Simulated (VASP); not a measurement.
# BaZrO3 (Pm-3m) in VASP: further runs, part 2 of 2

VASP 6.6.1. Earlier steps stand in the parts before.

## 4. Vibrations by perturbation theory, PBEsol

This run uses another cell than the first one, of 14.61 Å³/atom.

INCAR reads:

```
SYSTEM = BaZrO3
PREC = Accurate
ENCUT = 520
EDIFF = 1E-8
ISMEAR = 0
SIGMA = 0.01
LREAL = .FALSE.
LASPH = .TRUE.
NELM = 80
ALGO = Normal
ISIF = 2
LWAVE = .FALSE.
LCHARG = .TRUE.
GGA = PS
IBRION = 8
NSW = 1
LEPSILON = .TRUE.
```

KPOINTS reads:

```
regular mesh
0
G
  4 4 4
  0 0 0
```

POSCAR reads:

```
BaZrO3
1.0
    4.1806150134      0.0000000000      0.0000000000
    0.0000000000      4.1806150134      0.0000000000
    0.0000000000      0.0000000000      4.1806150134
Ba Zr O
1 1 3
Direct
    0.0000000000      0.0000000000      0.0000000000
    0.5000000000      0.5000000000      0.5000000000
    0.0000000000      0.5000000000      0.5000000000
    0.5000000000      0.0000000000      0.5000000000
    0.5000000000      0.5000000000      0.0000000000
```

Potentials or basis: VASP PAW PBE potentials, release 64 (Ba_sv, Zr_sv, O).

On the command line:

```
cat potpaw_PBE.64/Ba_sv/POTCAR potpaw_PBE.64/Zr_sv/POTCAR potpaw_PBE.64/O/POTCAR > POTCAR
mpirun -np 1 vasp_std > vasp.out
```

OUTCAR:

```text
SYSTEM = BaZrO3
   PREC = Accurate
   ENCUT = 520
   EDIFF = 1E-8
   ISMEAR = 0
   LREAL = .FALSE.
   LASPH = .TRUE.
   NELM = 80
   ISIF = 2
   GGA = PS
   IBRION = 8
   NSW = 1
   LEPSILON = .TRUE.

 ion  position               nearest neighbor table
   1  0.000  0.000  0.000-   3 2.96   4 2.96   5 2.96   3 2.96   4 2.96   3 2.96   5 2.96   3 2.96
                             4 2.96   5 2.96   4 2.96   5 2.96   2 3.62   2 3.62   2 3.62   2 3.62
   2  0.500  0.500  0.500-   3 2.09   4 2.09   5 2.09   5 2.09   4 2.09   3 2.09   1 3.62   1 3.62
                             1 3.62   1 3.62   1 3.62   1 3.62   1 3.62   1 3.62
   3  0.000  0.500  0.500-   2 2.09   2 2.09   1 2.96   1 2.96   1 2.96   1 2.96
   4  0.500  0.000  0.500-   2 2.09   2 2.09   1 2.96   1 2.96   1 2.96   1 2.96
   5  0.500  0.500  0.000-   2 2.09   2 2.09   1 2.96   1 2.96   1 2.96   1 2.96

  LATTYP: Found a simple cubic cell.
 ALAT       =     4.1806150134

  Lattice vectors:

 A1 = (   4.1806150134,   0.0000000000,   0.0000000000)
 A2 = (   0.0000000000,   4.1806150134,   0.0000000000)
 A3 = (   0.0000000000,   0.0000000000,   4.1806150134)

Analysis of symmetry for initial positions (statically):
=====================================================================
 Subroutine PRICEL returns:
 Original cell was already a primitive cell.

 Routine SETGRP: Setting up the symmetry group for a
[... 581 lines left out ...]
  2Y     0.000000    3.482680    0.000000    0.000000   -8.248326    0.000000   -0.000000   -0.082425    0.000000   -0.000000    4.930495    0.000000   -0.000000   -0.082425    0.000000
  2Z    -0.000000   -0.000000    3.482680    0.000000    0.000000   -8.248326    0.000000   -0.000000   -0.082425   -0.000000    0.000000   -0.082425   -0.000000   -0.000000    4.930495
  3X     1.170114    0.000000   -0.000000    4.924930    0.000000   -0.000000  -12.929205   -0.000000    0.000000    3.417081   -0.000000    0.000000    3.417081   -0.000000   -0.000000
  3Y     0.000000   -0.468456    0.000000    0.000000   -0.083387    0.000000    0.000000   -2.307034    0.000000    0.000000    3.416075    0.000000    0.000000   -0.557198    0.000000
  3Z     0.000000    0.000000   -0.468456    0.000000    0.000000   -0.083387    0.000000    0.000000   -2.307034    0.000000    0.000000   -0.557198    0.000000    0.000000    3.416075
  4X    -0.468456    0.000000    0.000000   -0.083387    0.000000    0.000000    3.416075    0.000000    0.000000   -2.307034    0.000000    0.000000   -0.557198    0.000000    0.000000
  4Y     0.000000    1.170114   -0.000000    0.000000    4.924930   -0.000000   -0.000000    3.417081   -0.000000   -0.000000  -12.929205    0.000000   -0.000000    3.417081    0.000000
  4Z     0.000000    0.000000   -0.468456    0.000000    0.000000   -0.083387    0.000000    0.000000   -0.557198    0.000000    0.000000   -2.307034    0.000000    0.000000    3.416075
  5X    -0.468456    0.000000    0.000000   -0.083387    0.000000    0.000000    3.416075    0.000000    0.000000   -0.557198    0.000000    0.000000   -2.307034    0.000000    0.000000
  5Y     0.000000   -0.468456    0.000000    0.000000   -0.083387    0.000000    0.000000   -0.557198    0.000000    0.000000    3.416075    0.000000    0.000000   -2.307034    0.000000
  5Z     0.000000    0.000000    1.170114    0.000000    0.000000    4.924930   -0.000000   -0.000000    3.417081   -0.000000   -0.000000    3.417081   -0.000000   -0.000000  -12.929205

 Eigenvectors and eigenvalues of the dynamical matrix
 ----------------------------------------------------

   1 f  =   15.215654 THz    95.602776 2PiTHz  507.539600 cm-1    62.926862 meV
             X         Y         Z           dx          dy          dz
      0.000000  0.000000  0.000000     0.000000   -0.000000   -0.025867
      2.090308  2.090308  2.090308     0.000000   -0.000000   -0.138995
      0.000000  2.090308  2.090308    -0.000000   -0.000000   -0.256711
      2.090308  0.000000  2.090308     0.000000    0.000000   -0.256711
      2.090308  2.090308  0.000000     0.000000   -0.000000    0.920983
[... 105 lines left out ...]
  15 f/i=    0.003579 THz     0.022484 2PiTHz    0.119366 cm-1     0.014800 meV
             X         Y         Z           dx          dy          dz
      0.000000  0.000000  0.000000     0.561527    0.222092   -0.361998
      2.090308  2.090308  2.090308     0.458169    0.181212   -0.295366
      0.000000  2.090308  2.090308     0.192132    0.076066   -0.123984
      2.090308  0.000000  2.090308     0.192322    0.075991   -0.123984
      2.090308  2.090308  0.000000     0.192322    0.076066   -0.123861

--------------------------------------------------------------------------------------------------------

 MACROSCOPIC STATIC DIELECTRIC TENSOR IONIC CONTRIBUTION
 ------------------------------------------------------
          63.853504    -0.000000     0.000000
          -0.000000    63.853504    -0.000000
           0.000000    -0.000000    63.853504
 ------------------------------------------------------

 ELASTIC MODULI CONTR FROM IONIC RELAXATION (kBar)
 Direction    XX          YY          ZZ          XY          YZ          ZX
 --------------------------------------------------------------------------------
 XX           0.0000      0.0000      0.0000      0.0000      0.0000      0.0000
 YY           0.0000      0.0000      0.0000      0.0000      0.0000      0.0000
 ZZ           0.0000      0.0000      0.0000      0.0000      0.0000      0.0000
 XY           0.0000      0.0000      0.0000      0.0000      0.0000      0.0000
 YZ           0.0000      0.0000      0.0000      0.0000      0.0000      0.0000
 ZX           0.0000      0.0000      0.0000      0.0000      0.0000      0.0000
 --------------------------------------------------------------------------------

 PIEZOELECTRIC TENSOR IONIC CONTR  for field in x, y, z        (C/m^2)
          XX          YY          ZZ          XY          YZ          ZX
  --------------------------------------------------------------------------------
  x     0.00000     0.00000     0.00000     0.00000     0.00000     0.00000
  y     0.00000     0.00000     0.00000     0.00000     0.00000     0.00000
  z     0.00000     0.00000     0.00000     0.00000     0.00000     0.00000
```

stdout:

```text
POSCAR found type information on POSCAR BaZrO
 POSCAR found :  3 types and       5 ions
 scaLAPACK will be used
 -----------------------------------------------------------------------------
|                                                                             |
|                                                                             |
|     You enforced a specific xc type in the INCAR file but a different       |
[... 47 lines left out ...]
 force on displaced ion       3 direction 1 : -12.929   0.000   0.000
 Born effective charge ion    3 direction 1 :  -4.991   0.000   0.000
 Linear response progress:
 first order change of Fermi-energy  -0.42971E-04
 force on displaced ion       3 direction 2 :   0.000  -2.307   0.000
 Born effective charge ion    3 direction 2 :   0.000  -2.042   0.000
 Born effective charges drift removed
 Linear response finished
```

Run time: 18 min. Hardware: 1 thread of Intel Xeon 8259CL, shared host; peak memory 0.33 GiB.

What came out:

- Electronic dielectric tensor (diagonal): 5.06
- Born charges (mean of the diagonal): Ba +2.77; Zr +6.22; O -2.99 e
- Highest phonon frequency at Γ, LO-TO splitting left out: 508 cm⁻¹

Phonon frequencies in cm⁻¹ (negative: imaginary):
```tsv
q point	frequencies
(0.000, 0.000, 0.000)	0 0 0 100 100 100 172 172 172 181 181 181 508 508 508
```

Electronic dielectric tensor:
```
5.06 0.00 0.00
0.00 5.06 0.00
0.00 0.00 5.06
```

Born effective charge tensors (e):
atom 1, Ba
```
2.77 0.00 0.00
0.00 2.77 0.00
0.00 0.00 2.77
```
atom 2, Zr
```
6.22 0.00 0.00
0.00 6.22 0.00
0.00 0.00 6.22
```
atom 3, O
```
-4.96  0.00  0.00
 0.00 -2.01  0.00
 0.00  0.00 -2.01
```
atom 4, O
```
-2.01  0.00  0.00
 0.00 -4.96  0.00
 0.00  0.00 -2.01
```
atom 5, O
```
-2.01  0.00  0.00
 0.00 -2.01  0.00
 0.00  0.00 -4.96
```

Caveat: the k points lie up to 0.38 Å⁻¹ apart; the cell stands under pressure or tension, which shifts response properties; the PAW data sets were made with another functional, which shifts forces and pressure a little; spin-orbit coupling is left out, which moves the levels of the heavy elements.

## 5. Vibrations by perturbation theory, PBEsol (15.05 Å³/atom)

This run uses another cell than the first one, of 15.05 Å³/atom.

INCAR reads:

```
SYSTEM = BaZrO3
ALGO = Normal
EDIFF = 1E-8
ENCUT = 520
GGA = PS
IBRION = 8
ISIF = 2
ISMEAR = 0
LASPH = .TRUE.
LCHARG = .FALSE.
LREAL = .FALSE.
LWAVE = .FALSE.
NELM = 80
NSW = 1
PREC = Accurate
SIGMA = 0.01
```

KPOINTS reads:

```
k-points
0
G
  4 4 4
  0 0 0
```

Changes to POSCAR since step 4:

```diff
@@ -2,5 +2,5 @@
 1.0
-    4.1806150134      0.0000000000      0.0000000000
-    0.0000000000      4.1806150134      0.0000000000
-    0.0000000000      0.0000000000      4.1806150134
+    4.2220099333      0.0000000000      0.0000000000
+    0.0000000000      4.2220099333      0.0000000000
+    0.0000000000      0.0000000000      4.2220099333
 Ba Zr O
```

Potentials or basis: VASP PAW PBE potentials, release 64 (Ba_sv, Zr_sv, O).

On the command line:

```
cat potpaw_PBE.64/Ba_sv/POTCAR potpaw_PBE.64/Zr_sv/POTCAR potpaw_PBE.64/O/POTCAR > POTCAR
mpirun -np 1 vasp_std > vasp.out
```

OUTCAR:

```text
SYSTEM = BaZrO3
   EDIFF = 1E-8
   ENCUT = 520
   GGA = PS
   IBRION = 8
   ISIF = 2
   ISMEAR = 0
   LASPH = .TRUE.
   LREAL = .FALSE.
   NELM = 80
   NSW = 1
   PREC = Accurate

 ion  position               nearest neighbor table
   1  0.000  0.000  0.000-   3 2.99   4 2.99   5 2.99   3 2.99   4 2.99   3 2.99   5 2.99   3 2.99
                             4 2.99   5 2.99   4 2.99   5 2.99   2 3.66   2 3.66   2 3.66   2 3.66
   2  0.500  0.500  0.500-   3 2.11   4 2.11   5 2.11   5 2.11   4 2.11   3 2.11   1 3.66   1 3.66
                             1 3.66   1 3.66   1 3.66   1 3.66   1 3.66   1 3.66
   3  0.000  0.500  0.500-   2 2.11   2 2.11   1 2.99   1 2.99   1 2.99   1 2.99
   4  0.500  0.000  0.500-   2 2.11   2 2.11   1 2.99   1 2.99   1 2.99   1 2.99
   5  0.500  0.500  0.000-   2 2.11   2 2.11   1 2.99   1 2.99   1 2.99   1 2.99

  LATTYP: Found a simple cubic cell.
 ALAT       =     4.2220099333

  Lattice vectors:
[... 527 lines left out ...]
  4X    -0.635074    0.000000    0.000000    0.296783    0.000000    0.000000    3.310470    0.000000    0.000000   -2.413175    0.000000    0.000000   -0.559005    0.000000    0.000000
  4Y     0.000000    1.148626    0.000000    0.000000    2.842765    0.000000   -0.000000    3.309612   -0.000000   -0.000000  -10.610614    0.000000    0.000000    3.309612   -0.000000
  4Z     0.000000    0.000000   -0.635074    0.000000    0.000000    0.296783    0.000000    0.000000   -0.559005    0.000000    0.000000   -2.413175    0.000000    0.000000    3.310470
  5X    -0.635074    0.000000    0.000000    0.296783    0.000000    0.000000    3.310470    0.000000    0.000000   -0.559005    0.000000    0.000000   -2.413175    0.000000    0.000000
  5Y     0.000000   -0.635074    0.000000    0.000000    0.296783    0.000000    0.000000   -0.559005    0.000000    0.000000    3.310470    0.000000    0.000000   -2.413175    0.000000
  5Z     0.000000    0.000000    1.148626    0.000000    0.000000    2.842765    0.000000    0.000000    3.309612   -0.000000    0.000000    3.309612    0.000000    0.000000  -10.610614

 Eigenvectors and eigenvalues of the dynamical matrix
 ----------------------------------------------------

   1 f  =   14.056045 THz    88.316736 2PiTHz  468.859195 cm-1    58.131105 meV
             X         Y         Z           dx          dy          dz
      0.000000  0.000000  0.000000    -0.035436    0.000745    0.000000
      2.111005  2.111005  2.111005    -0.083668    0.001760   -0.000000
      0.000000  2.111005  2.111005     0.901274    0.006292   -0.000000
      2.111005  0.000000  2.111005    -0.299171   -0.018955    0.000000
      2.111005  2.111005  0.000000    -0.299171    0.006292    0.000000
[... 105 lines left out ...]
  15 f/i=    0.015259 THz     0.095876 2PiTHz    0.508990 cm-1     0.063107 meV
             X         Y         Z           dx          dy          dz
      0.000000  0.000000  0.000000     0.001975   -0.701745   -0.000595
      2.111005  2.111005  2.111005     0.001618   -0.574627   -0.000487
      0.000000  2.111005  2.111005     0.000683   -0.243434   -0.000206
      2.111005  0.000000  2.111005     0.000685   -0.242548   -0.000206
      2.111005  2.111005  0.000000     0.000685   -0.243434   -0.000206

--------------------------------------------------------------------------------------------------------

 ELASTIC MODULI CONTR FROM IONIC RELAXATION (kBar)
 Direction    XX          YY          ZZ          XY          YZ          ZX
 --------------------------------------------------------------------------------
 XX           0.0000      0.0000      0.0000      0.0000      0.0000      0.0000
 YY           0.0000      0.0000      0.0000      0.0000      0.0000      0.0000
 ZZ           0.0000      0.0000      0.0000      0.0000      0.0000      0.0000
 XY           0.0000      0.0000      0.0000      0.0000      0.0000      0.0000
 YZ           0.0000      0.0000      0.0000      0.0000      0.0000      0.0000
 ZX           0.0000      0.0000      0.0000      0.0000      0.0000      0.0000
 --------------------------------------------------------------------------------
```

stdout:

```text
POSCAR found type information on POSCAR BaZrO
 POSCAR found :  3 types and       5 ions
 scaLAPACK will be used
 -----------------------------------------------------------------------------
|                                                                             |
|                                                                             |
|     You enforced a specific xc type in the INCAR file but a different       |
|     I HOPE YOU KNOW WHAT YOU ARE DOING!                                     |
|                                                                             |
 -----------------------------------------------------------------------------

 LDA part: xc-table for (Slater+PW92), standard interpolation
 POSCAR, INCAR and KPOINTS ok, starting setup
 FFT: planning ... GRIDC
 FFT: planning ... GRID_SOFT
 FFT: planning ... GRID
 WAVECAR not read
 entering main loop
 Linear response reoptimize wavefunctions to high precision
 Linear response DOF=           4
 Linear response progress:
 first order change of Fermi-energy   0.64361E-04
 force on displaced ion       1 direction 1 :  -3.135   0.000  -0.000
 Linear response progress:
 first order change of Fermi-energy   0.20640E-03
 force on displaced ion       2 direction 1 :  -6.700   0.000  -0.000
 Linear response progress:
 first order change of Fermi-energy  -0.22655E-03
 force on displaced ion       3 direction 1 : -10.611  -0.000   0.000
 Linear response progress:
 first order change of Fermi-energy   0.10482E-04
 force on displaced ion       3 direction 2 :   0.000  -2.413   0.000
 Linear response finished
```

Run time: 7.9 min. Hardware: 1 thread of Intel Xeon 8259CL, shared host; peak memory 0.29 GiB.

Results:

```yaml
Highest_phonon_frequency_at_Γ_LO-TO_splitting_left_out: 469 cm⁻¹
```

Phonon frequencies in cm⁻¹ (negative: imaginary):
```tsv
q point	frequencies
(0.000, 0.000, 0.000)	-1 -1 -1 85 85 85 173 173 173 178 178 178 469 469 469
```

Caveat: the k points lie up to 0.37 Å⁻¹ apart; the cell stands under pressure or tension, which shifts response properties; the PAW data sets were made with another functional, which shifts forces and pressure a little; spin-orbit coupling is left out, which moves the levels of the heavy elements.
